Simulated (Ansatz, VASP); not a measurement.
## Si2W in VASP and in Ansatz

```
Si W
1.0
     3.22900   -3.22900    0.00000
    -3.22900   -3.22900    0.00000
     0.00000    0.00000   -7.86683
Si W
8 4
Direct
  0.00000 0.00000 0.66543
  0.50000 0.00000 0.16543
  0.50000 0.50000 0.66543
  0.00000 0.50000 0.16543
  0.00000 0.00000 0.33457
  0.50000 0.00000 0.83457
  0.50000 0.50000 0.33457
  0.00000 0.50000 0.83457
  0.00000 0.50000 0.49492
  0.50000 0.50000 0.00000
  0.50000 0.00000 0.50000
  0.00000 0.00000 0.00000
```

Alike in both runs: task single point; functional PBE; k mesh 10 × 10 × 6; occupations gaussian, width 0.15 eV; no spin polarisation.

```csv
,VASP,Ansatz
version,VASP 6.6.1,Ansatz 0.2.0
potentials or method,"VASP PAW PBE potentials, release 64 (Si, W_sv), cutoff 520 eV","scalar-relativistic, plane waves, PAW"
valence electrons in the cell,88,88
```

```tsv
	VASP	Ansatz	Ansatz less VASP
gap on the k mesh at the Fermi level (eV)	none	none	-
pressure (GPa)	0.2	0.1	-0.08
traceless stress, the component that is largest in VASP (GPa)	0.10	0.15	+0.053
rms of the force components (eV/Å)	0.132	0.133	+0.0003
```

Atom by atom the forces differ by 0.001 eV/Å (rms over components). A gap of «none» marks a metal or a gap that the smearing closes. With one functional, cell and mesh, what is left measures potentials, basis and numerics.

Spin-orbit coupling is off throughout.
